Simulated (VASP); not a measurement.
C, 2 atoms in the cell. It takes space group I4_1/amd (No. 141, tetragonal). Conventional cell: a = 2.524 Å, b = 2.524 Å, c = 3.746 Å, α = 90.00°, β = 90.00°, γ = 90.00°. C (site symmetry -4m2) has 4 C at 1.57 Å within 2.1 Å.  This cell differs from its parent crystal: volume 5.969 Å^3 an atom, c/a of the conventional cell 1.0494.

- Program: VASP 6.6.1
- Task: single point
- Functional: PBE
- Potentials or basis: VASP PAW PBE potentials, release 64 (C)
- Cutoff: 520 eV
- k mesh: 12 × 12 × 12
- Occupations: gaussian, width 0.05 eV
- Spin: no spin polarisation
- Dipole correction: no
- Further INCAR settings: ALGO = Normal; EDIFF = 1e-06; NBANDS = 11

Potentials or basis: VASP PAW PBE potentials, release 64 (C).

Run with:

```sh
$ cat potpaw_PBE.64/C/POTCAR > POTCAR
$ mpirun -np 1 vasp_std > vasp.out
```

Hardware: 1 thread of AMD EPYC 7R13 (shared host).

Task: Estimate the wall time of this run.

Result: Wall time 26 s on 1 thread of AMD EPYC 7R13, on a shared host, peak memory 0.1 GiB. Counts: scf iterations 11, k points 163.
